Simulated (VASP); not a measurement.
# AlN (Cm) in VASP: notebook

AlN is run at these levels: PBE; tasks: single point.

All numbers are computed with VASP 6.6.1; they aren't measurements. Logs are shortened: lines on timing, memory, paths and dates and some standing lists are left out, and cuts for length are marked.

### Step 1. The cell of the first run

Symmetry: Cm, No. 8, monoclinic system. Conventional cell: a = 5.395 Å, b = 3.111 Å, c = 4.984 Å, α = 90.00°, β = 95.72°, γ = 90.00°. Within 2.5 Å of Al (site symmetry m) lie 4 N at 1.86 to 1.94 Å. Al (site symmetry m) has 4 N at 1.83 to 1.92 Å within 2.4 Å. N (site symmetry m) has 4 Al at 1.83 to 1.92 Å within 2.4 Å. Within 2.5 Å of N (site symmetry m) lie 4 Al at 1.86 to 1.94 Å.

### Step 2. Single point, PBE (strain -0.1000 x Voigt [0, 0, 0, 1, 0, 0])

INCAR

```
PREC = Accurate
ENCUT = 520
EDIFF = 1E-7
ISMEAR = 0
SIGMA = 0.05
LREAL = F
LASPH = T
NELM = 60
ALGO = Normal
ISIF = 2
LWAVE = F
LCHARG = T
GGA = PE
LELF = T
LVHAR = T
NBANDS = 16
```

KPOINTS

```
Automatic mesh
0
Gamma
  12 12 6
```

POSCAR

```
AlN
1.0
    3.1110021516      0.0000000000      0.0000000000
   -1.5555010758      2.6942068945     -0.1347103447
    0.0000000000     -0.2489000000      4.9780000000
Al N
2 2
Direct
    0.3333333333      0.6666666667      0.0000000000
    0.6666666667      0.3333333333      0.5000000000
    0.3333333333      0.6666666667      0.3850000000
    0.6666666667      0.3333333333      0.8850000000
```

Potentials or basis: VASP PAW PBE potentials, release 64 (Al, N).

Started as:

```console
> cat potpaw_PBE.64/Al/POTCAR potpaw_PBE.64/N/POTCAR > POTCAR
> mpirun -np 1 vasp_std > vasp.out
```

OUTCAR:

```text
PREC = Accurate
   ENCUT = 520
   EDIFF = 1E-7
   ISMEAR = 0
   LREAL = F
   LASPH = T
   NELM = 60
   ISIF = 2
   GGA = PE

 ion  position               nearest neighbor table
   1  0.333  0.667  0.000-   4 1.86   4 1.86   3 1.92   4 1.94   2 2.92   2 3.00   2 3.00   2 3.14
                             2 3.14   2 3.22
   2  0.667  0.333  0.500-   3 1.83   3 1.91   3 1.91   4 1.92   1 2.92   1 3.00   1 3.00   1 3.14
                             1 3.14   1 3.22
   3  0.333  0.667  0.385-   2 1.83   2 1.91   2 1.91   1 1.92
   4  0.667  0.333  0.885-   1 1.86   1 1.86   2 1.92   1 1.94

  LATTYP: Found a base centered monoclinic cell.
 ALAT       =     5.3951451018
 B/A-ratio  =     0.5766299317
 C/A-ratio  =     0.9238340252
 COS(beta)  =    -0.0997506234

  Lattice vectors:

 A1 = (   1.5555010758,   2.6942068945,  -0.1347103447)
 A2 = (  -1.5555010758,   2.6942068945,  -0.1347103447)
 A3 = (   0.0000000000,  -0.2489000000,   4.9780000000)

Analysis of symmetry for initial positions (statically):
=====================================================================
 Subroutine PRICEL returns:
 Original cell was already a primitive cell.

 Routine SETGRP: Setting up the symmetry group for a
 base centered monoclinic supercell.

 Subroutine GETGRP returns: Found  2 space group operations
 (whereof  2 operations were pure point group operations)
 out of a pool of  4 trial point group operations.

The static configuration has the point symmetry C_1h.

Analysis of symmetry for dynamics (positions and initial velocities):
=====================================================================
 Subroutine PRICEL returns:
 Original cell was already a primitive cell.

 Routine SETGRP: Setting up the symmetry group for a
 base centered monoclinic supercell.

 Subroutine GETGRP returns: Found  2 space group operations
 (whereof  2 operations were pure point group operations)
 out of a pool of  4 trial point group operations.

The dynamic configuration has the point symmetry C_1h.

 Subroutine INISYM returns: Found  2 space group operations
 (whereof  2 operations are pure point group operations),
 and found     1 'primitive' translations

----------------------------------------------------------------------------------------

                                     Primitive cell

  volume of cell :      41.6197

  direct lattice vectors                    reciprocal lattice vectors
     3.111002152  0.000000000  0.000000000     0.321439829  0.186048493  0.009302425
    -1.555501076  2.694206895 -0.134710345     0.000000000  0.372096986  0.018604849
     0.000000000 -0.248900000  4.978000000     0.000000000  0.010069368  0.201387358

  length of vectors
     3.111002152  3.113917350  4.984218616     0.371516003  0.372561817  0.201638935

  position of ions in fractional coordinates (direct lattice)
     0.333333333  0.666666667  0.000000000
     0.666666667  0.333333333  0.500000000
     0.333333333  0.666666667  0.385000000
     0.666666667  0.333333333  0.885000000

  ion indices of the primitive-cell ions
   primitive index   ion index
                 1           1
                 2           2
                 3           3
                 4           4

----------------------------------------------------------------------------------------

 KPOINTS: Automatic mesh

Automatic generation of k-mesh.
 Grid dimensions read from file:
 generate k-points for:   12   12    6

 Generating k-lattice:

  Cartesian coordinates                     Fractional coordinates (reciprocal lattice)
     0.026786652  0.015504041  0.000775202     0.083333333 -0.000000000 -0.000000000
     0.000000000  0.031008082  0.001550404     0.000000000  0.083333333 -0.000000000
     0.000000000  0.001678228  0.033564560     0.000000000  0.000000000  0.166666667

  Length of vectors
     0.030959667  0.031046818  0.033606489

  Shift w.r.t. Gamma in fractional coordinates (k-lattice)
     0.000000000  0.000000000  0.000000000

 Subroutine IBZKPT returns following result:
 ===========================================

 Found    242 irreducible k-points:

 Following reciprocal coordinates:
            Coordinates               Weight
  0.000000  0.000000  0.000000      1.000000
  0.083333 -0.000000 -0.000000      4.000000
  0.166667 -0.000000  0.000000      4.000000
  0.250000  0.000000 -0.000000      4.000000
  0.333333 -0.000000  0.000000      4.000000
  0.416667  0.000000 -0.000000      4.000000
[... 16 lines left out ...]
  0.333333  0.166667 -0.000000      4.000000
  0.416667  0.166667 -0.000000      4.000000
 [... further k-points ...]
   k-points           NKPTS =    242   k-points in BZ     NKDIM =    242   number of bands    NBANDS=     16
   number of dos      NEDOS =    301   number of ions     NIONS =      4
   total plane-waves  NPLWV =  23040
   dimension x,y,z NGX =    24 NGY =   24 NGZ =   40
   dimension x,y,z NGXF=    48 NGYF=   48 NGZF=   80
   ions per type =               2   2
   NGX,Y,Z   is equivalent  to a cutoff of  12.83, 12.81, 13.34 a.u.
   NGXF,Y,Z  is equivalent  to a cutoff of  25.65, 25.63, 26.68 a.u.
 SYSTEM =  unknown system
   PREC   = accura    normal or accurate (medium, high low for compatibility)
   ISTART =      0    job   : 0-new  1-cont  2-samecut
   ICHARG =      2    charge: 1-file 2-atom 10-const
   ISPIN  =      1    spin polarized calculation?
   LNONCOLLINEAR =      F non collinear calculations
   LSORBIT =      F    spin-orbit coupling
   LASPH  =      T    aspherical Exc in radial PAW
   ENCUT  =  520.0 eV  38.22 Ry    6.18 a.u.   5.78  5.79  9.27*2*pi/ulx,y,z
   NELM   =     60;   NELMIN=  2; NELMDL= -5     # of ELM steps
   EDIFF  = 0.1E-06   stopping-criterion for ELM
   LREAL  =      F    real-space projection
   EDIFFG = 0.1E-05   stopping-criterion for IOM
   NSW    =      0    number of steps for IOM
   IBRION =     -1    ionic relax: 0-MD 1-quasi-New 2-CG
   NFREE  =      0    steps in history (QN), initial steepest desc. (CG)
   ISIF   =      2    stress and relaxation
   ISYM   =      2    0-nonsym 1-usesym 2-fastsym
   POTIM  = 0.5000    time-step for ionic-motion
   TEBEG  =    0.0;   TEEND  =   0.0 temperature during run
   PSTRESS=    0.0 pullay stress
   NELECT =      16.0000    total number of electrons
   NUPDOWN=      -1.0000    fix difference up-down
   EMIN   =  10.00;   EMAX   =-10.00  energy-range for DOS
   EFERMI =   0.00;   METHOD = LEGACY
   ISMEAR =     0;   SIGMA  =   0.05  broadening in eV -4-tet -1-fermi 0-gaus
   EFERMI_NEDOS =   21; number of points for ismear=-14 and -15
   IALGO  =     38    algorithm
   IMIX   =      4    mixing-type and parameters
     AMIX     =   0.40;   BMIX     =  1.00
     AMIX_MAG =   1.60;   BMIX_MAG =  1.00
  volume/ion in A,a.u.               =      10.40        70.22
  Fermi-wavevector in a.u.,A,eV,Ry     =   1.190370  2.249472 19.279179  1.416980
  Thomas-Fermi vector in A             =   2.326456
   LORBIT       =      0    0 simple, 1 ext, 2 COOP (PROOUT), +10 PAW based schemes
   GGA     = PE    functional components
   LHFCALC =     F    Hartree Fock is set to
   AEXX    =    0.0000 exact exchange contribution
   IVDW    =     0    specifies the selected vdW correction
   LEPSILON=     F    determine dielectric tensor
   LRPA    =     F    only Hartree local field effects (RPA)
 non-spin polarized calculation
 Gauss-broadening in eV      SIGMA  =   0.05
  energy-cutoff  :      520.00
  volume of cell :       41.62
 maximum number of plane-waves:      1139
   NGX = 11   NGY = 11   NGZ = 19

 number of electron      15.9999997 magnetization

 Free energy of the ion-electron system (eV)
  ---------------------------------------------------
  ext. energy  EPLUGINS =         0.00000000
  ---------------------------------------------------
  free energy    TOTEN  =       -29.59708186 eV

  energy without entropy =      -29.59708186  energy(sigma->0) =      -29.59708186

 E-fermi :   6.7161     XC(G=0): -10.9318

 val. band max:        6.4370489768   @ k =   0.0000   0.0000   0.0000
 cond. band min:      10.3270921138   @ k =   0.0000   0.0000   0.0000
 fundamental gap:      3.8900431370
 Fermi energy:         6.7160748956

 k-point     1 :       0.0000    0.0000    0.0000
  band No.  band energies     occupation
      1      -9.0151      2.00000
      2      -6.8310      2.00000
      3       0.2233      2.00000
      4       5.2848      2.00000
      5       5.2879      2.00000
      6       5.8290      2.00000
[... 8 lines left out ...]
     15      19.0046      0.00000
     16      19.4391      0.00000

 k-point     2 :       0.0833   -0.0000   -0.0000
  band No.  band energies     occupation
      1      -8.9261      2.00000
      2      -6.7814      2.00000
      3       0.3293      2.00000
      4       4.8766      2.00000
      5       5.1683      2.00000
      6       5.5423      2.00000
[... 8 lines left out ...]
     15      19.2358      0.00000
     16      19.6130      0.00000

 k-point     3 :       0.1667   -0.0000    0.0000
  band No.  band energies     occupation
      1      -8.6670      2.00000
      2      -6.6458      2.00000
      3       0.6414      2.00000
      4       3.8809      2.00000
      5       4.6283      2.00000
      6       4.9578      2.00000
[... 8 lines left out ...]
     15      18.6873      0.00000
     16      19.7887      0.00000

 k-point     4 :       0.2500    0.0000   -0.0000
  band No.  band energies     occupation
      1      -8.2634      2.00000
      2      -6.4669      2.00000
      3       1.1384      2.00000
      4       2.7149      2.00000
      5       3.6957      2.00000
      6       4.6271      2.00000
[... 8 lines left out ...]
     15      19.0695      0.00000
     16      19.6334      0.00000
[... 324 lines left out ...]
 k-point    22 :       0.2500    0.1667    0.0000
  band No.  band energies     occupation
      1      -7.5659      2.00000
      2      -6.2791      2.00000
      3       1.7724      2.00000
      4       2.0743      2.00000
      5       2.5109      2.00000
      6       3.8890      2.00000
[... 8 lines left out ...]
     15      18.5024      0.00000
     16      21.0196      0.00000

 k-point    23 :       0.3333    0.1667   -0.0000
  band No.  band energies     occupation
      1      -7.1109      2.00000
      2      -6.2724      2.00000
      3       1.1978      2.00000
      4       2.1643      2.00000
      5       2.8373      2.00000
      6       3.3987      2.00000
[... 8 lines left out ...]
     15      18.7741      0.00000
     16      21.1914      0.00000

 k-point    24 :       0.4167    0.1667   -0.0000
  band No.  band energies     occupation
      1      -6.8793      2.00000
      2      -6.3248      2.00000
      3       0.9717      2.00000
      4       2.1563      2.00000
      5       3.1622      2.00000
      6       3.2238      2.00000
[... 8 lines left out ...]
     15      19.2332      0.00000
     16      21.0939      0.00000

 [... further k-points ...]

------------------------ aborting loop because EDIFF is reached ----------------------------------------

  FORCE on cell =-STRESS in cart. coord.  units (eV):
  Direction    XX          YY          ZZ          XY          YZ          ZX
  --------------------------------------------------------------------------------------
  -------------------------------------------------------------------------------------
  Total        1.2618159      1.2208196      1.0404889      0.0000000      3.3551302      0.0000000
  in kB       48.5744079     46.9962322     40.0542852      0.0000000    129.1578797      0.0000000
  external PRESSURE =      45.2083084 kB  Pullay stress =       0.0000000 kB

 VOLUME and BASIS-vectors are now :
 -----------------------------------------------------------------------------
  energy-cutoff  :      520.00
  volume of cell :       41.62
      direct lattice vectors                 reciprocal lattice vectors
     3.111002152  0.000000000  0.000000000     0.321439829  0.186048493  0.009302425
    -1.555501076  2.694206895 -0.134710345     0.000000000  0.372096986  0.018604849
     0.000000000 -0.248900000  4.978000000     0.000000000  0.010069368  0.201387358

 POSITION                                       TOTAL-FORCE (eV/Angst)
 -----------------------------------------------------------------------------------
     -0.00000      1.79614     -0.08981        -0.000000      0.411894      0.232562
      1.55550      0.77362      2.44410         0.000000      0.685423      0.244085
     -0.00000      1.70031      1.82672         0.000000     -0.718927     -0.241923
      1.55550      0.67779      4.36063        -0.000000     -0.378390     -0.234724
 -----------------------------------------------------------------------------------
    total drift:                               -0.000000     -0.000226     -0.000216

  FREE ENERGIE OF THE ION-ELECTRON SYSTEM (eV)
  ---------------------------------------------------
  free  energy   TOTEN  =       -29.5970818614 eV

  energy  without entropy=      -29.5970818614  energy(sigma->0) =      -29.59708186
```

It took 87 s on 1 thread of Intel Xeon Platinum 8259CL at 2.50GHz (Skylake/Cascade Lake), shared host; peak memory 0.25 GiB.

What came out:

| Property | Result |
| --- | --- |
| Free energy | -29.5971 eV |
| Pressure | 4.5 GPa |
| Largest force | 0.759 eV/Å |
| Band gap on the k mesh | 3.89 eV |

Forces on the atoms (eV/Å):
```
Al   0.000  0.412  0.233
Al   0.000  0.685  0.244
N    0.000 -0.719 -0.242
N    0.000 -0.378 -0.235
```

Stress tensor (GPa, compression positive):
```
 4.86  0.00  0.00
 0.00  4.70 12.92
 0.00 12.92  4.01
```

Levels at points of the mesh, in eV from the valence-band top:
| k point | band 5 | band 6 | band 7 | band 8 | band 9 | band 10 | band 11 | band 12 |
| --- | --- | --- | --- | --- | --- | --- | --- | --- |
| (0.00, 0.00, 0.00) | -1.15 | -0.61 | -0.47 | 0.00 | 3.89 | 6.43 | 10.17 | 10.84 |
| (0.50, 0.00, 0.00) | -3.48 | -2.33 | -2.02 | -0.93 | 5.55 | 5.64 | 7.51 | 9.99 |
| (0.00, 0.50, 0.00) | -3.27 | -2.37 | -1.96 | -0.93 | 5.46 | 5.68 | 7.86 | 10.10 |
| (0.00, 0.00, 0.50) | -1.00 | -1.00 | -0.64 | -0.64 | 6.13 | 6.14 | 10.14 | 10.15 |
| (0.50, 0.00, 0.50) | -1.94 | -1.76 | -1.62 | -1.24 | 4.89 | 5.21 | 8.64 | 9.45 |
| (0.00, 0.50, 0.50) | -2.07 | -1.84 | -1.62 | -1.10 | 4.74 | 5.36 | 8.32 | 9.88 |

Caveat: the cell differs from its parent crystal (strain -0.1000 x Voigt [0, 0, 0, 1, 0, 0]); the cell stands under pressure.

### Step 3. Single point, PBE (strain +0.0750 x Voigt [0, 0, 0, 1, 0, 0])

INCAR

```
SYSTEM = AlN
  PREC = Accurate
  ENCUT = 520
  EDIFF = 1E-6
  ISMEAR = 0
  SIGMA = 0.05
  LREAL = .False.
  LASPH = .True.
  NELM = 80
  ALGO = Normal
  ISIF = 2
  LWAVE = .False.
  LCHARG = .False.
  GGA = PE
  NBANDS = 16
```

KPOINTS

```
regular mesh
0
Gamma
  12 12 6
  0 0 0
```

Changes to POSCAR since step 2:

```diff
@@ -3,4 +3,4 @@
     3.1110021516      0.0000000000      0.0000000000
-   -1.5555010758      2.6942068945     -0.1347103447
-    0.0000000000     -0.2489000000      4.9780000000
+   -1.5555010758      2.6942068945      0.1010327585
+    0.0000000000      0.1866750000      4.9780000000
 Al N
```

Potentials or basis: VASP PAW PBE potentials, release 64 (Al, N).

Started as:

```console
> cat potpaw_PBE.64/Al/POTCAR potpaw_PBE.64/N/POTCAR > POTCAR
> mpirun -np 1 vasp_std > vasp.out
```

Run time: 79 s. Hardware: 1 thread of Intel Xeon Platinum 8259CL at 2.50GHz (Skylake/Cascade Lake), shared host; peak memory 0.25 GiB.

The run converged. Its results:

| Item | Value |
| --- | --- |
| Free energy | -29.6719 eV |
| Pressure | 4.2 GPa |
| Largest force | 0.550 eV/Å |
| Band gap on the k mesh | 4.00 eV |

Forces on the atoms (eV/Å):
```
Al   0.000 -0.487  0.216
Al   0.000 -0.333  0.211
N    0.000  0.314 -0.212
N    0.000  0.506 -0.215
```

Stress tensor (GPa, compression positive):
```
 4.66  0.00  0.00
 0.00  4.56 -9.69
 0.00 -9.69  3.38
```

Levels at points of the mesh, in eV from the valence-band top:
```tsv
k point	band 5	band 6	band 7	band 8	band 9	band 10	band 11	band 12
(0.00, 0.00, 0.00)	-1.07	-0.50	-0.40	0.00	4.00	6.50	10.34	10.94
(0.50, 0.00, 0.00)	-3.45	-2.27	-1.93	-0.87	5.63	5.70	7.74	10.08
(0.00, 0.50, 0.00)	-3.32	-2.30	-1.90	-0.87	5.57	5.73	7.96	10.14
(0.00, 0.00, 0.50)	-0.88	-0.88	-0.62	-0.61	6.25	6.26	10.19	10.19
(0.50, 0.00, 0.50)	-1.81	-1.68	-1.56	-1.27	5.01	5.25	8.79	9.40
(0.00, 0.50, 0.50)	-1.88	-1.74	-1.58	-1.15	4.90	5.37	8.53	9.72
```

Caveat: the cell differs from its parent crystal (strain +0.0750 x Voigt [0, 0, 0, 1, 0, 0]); the cell stands under pressure.
